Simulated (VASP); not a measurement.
Si, 2 atoms in the cell. It takes space group I4_1/amd (No. 141, tetragonal). The conventional cell has a = 4.725 Å, b = 4.725 Å, c = 2.599 Å, α = 90.00°, β = 90.00°, γ = 90.00°. Within 3.2 Å of Si (site symmetry -4m2) lie 10 Si at 2.45 to 3.06 Å. 

- Program: VASP 6.6.1
- Task: relaxation of cell and atoms
- Functional: PBE
- Potentials or basis: VASP PAW PBE potentials, release 64 (Si)
- Cutoff: 500 eV
- k mesh: 16 × 16 × 16
- Occupations: fermi-dirac, width 0.1 eV
- Spin: no spin polarisation
- Target pressure: 2.4 GPa
- Dipole correction: no
- Further INCAR settings: ALGO = Normal; EDIFF = 1e-07; IBRION = 2; EDIFFG = -0.005; NSW = 60; ISIF = 3

Potentials or basis: VASP PAW PBE potentials, release 64 (Si).

Launch:

```bash
$ cat potpaw_PBE.64/Si/POTCAR > POTCAR
$ mpirun -np 1 vasp_std > vasp.out
```

Hardware: 1 thread of Intel Xeon 6975P-C (shared host).

Question: Estimate the wall time of this run.

Answer: Run time: 2.8 min on 1 thread of Intel Xeon 6975P-C, with other jobs on the host, peak memory 0.2 GiB. Counts: scf iterations 28, k points 349, ion steps 3.
